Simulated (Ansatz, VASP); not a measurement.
WS2: VASP beside Ansatz

File INCAR:

```
SYSTEM = WS2
  PREC = Accurate
  ENCUT = 520
  EDIFF = 1E-6
  ISMEAR = 0
  SIGMA = 0.05
  LREAL = .False.
  LASPH = .True.
  NELM = 100
  ALGO = Normal
  ISIF = 2
  LWAVE = .False.
  LCHARG = .False.
  NBANDS = 35
```

File KPOINTS:

```
regular mesh
0
Gamma
  12 12 4
  0 0 0
```

POSCAR

```
WS2
1.0
    3.1799996605      0.0000000000      0.0000000000
   -1.5899998303      2.7539604900      0.0000000000
    0.0000000000      0.0000000000     12.5000000000
W S
2 4
Direct
    0.3333333333      0.6666666667      0.2500000000
    0.6666666667      0.3333333333      0.7500000000
    0.2625786088      0.5959119421      0.6200000000
    0.6666666667      0.3333333333      0.1200000000
    0.3333333333      0.6666666667      0.8800000000
    0.6666666667      0.3333333333      0.3800000000
```

Input for Ansatz:

```yaml
crystal:
  lattice:
    - [3.1799996605, 0.0, 0.0]
    - [-1.5899998303, 2.75396049, 0.0]
    - [0.0, 0.0, 12.5]
  atoms:
    - { symbol: W, position: [0.3333333333, 0.6666666667, 0.25] }
    - { symbol: W, position: [0.6666666667, 0.3333333333, 0.75] }
    - { symbol: S, position: [0.2625786088, 0.5959119421, 0.62] }
    - { symbol: S, position: [0.6666666667, 0.3333333333, 0.12] }
    - { symbol: S, position: [0.3333333333, 0.6666666667, 0.88] }
    - { symbol: S, position: [0.6666666667, 0.3333333333, 0.38] }
basis:
  ecutwfc: 420
kpoints:
  mp_grid: { grid: [12, 12, 4] }
hamiltonian:
  xc: lda
scf:
  occupations: { method: gaussian, width: 0.05 }
output:
  forces: true
  stress: true
  eigenvalues: true
```

Alike in both runs: task single point; functional LDA; k mesh 12 × 12 × 4; occupations gaussian, width 0.05 eV; no spin polarisation.

|  | VASP | Ansatz |
| --- | --- | --- |
| version | VASP 6.6.1 | Ansatz 0.2.0 |
| potentials or method | VASP PAW LDA potentials, release 64 (W_sv, S), cutoff 520 eV | scalar-relativistic, plane waves, PAW |
| valence electrons in the cell | 52 | 52 |

|  | VASP | Ansatz | Ansatz less VASP |
| --- | --- | --- | --- |
| gap on the k mesh at the Fermi level (eV) | 0.89 | 0.88 | -0.008 |
| least direct gap on the mesh (eV) | 1.67 | 1.67 | -0.005 |
| pressure (GPa) | -10.4 | -10.7 | -0.30 |
| traceless stress, the component that is largest in VASP (GPa) | -3.29 | -3.27 | +0.016 |
| rms of the force components (eV/Å) | 0.907 | 0.918 | +0.0115 |

LDA's correlation is that of Perdew and Zunger in VASP and of Perdew and Wang (1992) in Ansatz. Atom by atom the forces differ by 0.020 eV/Å (rms over components).

Spin-orbit coupling is off throughout.
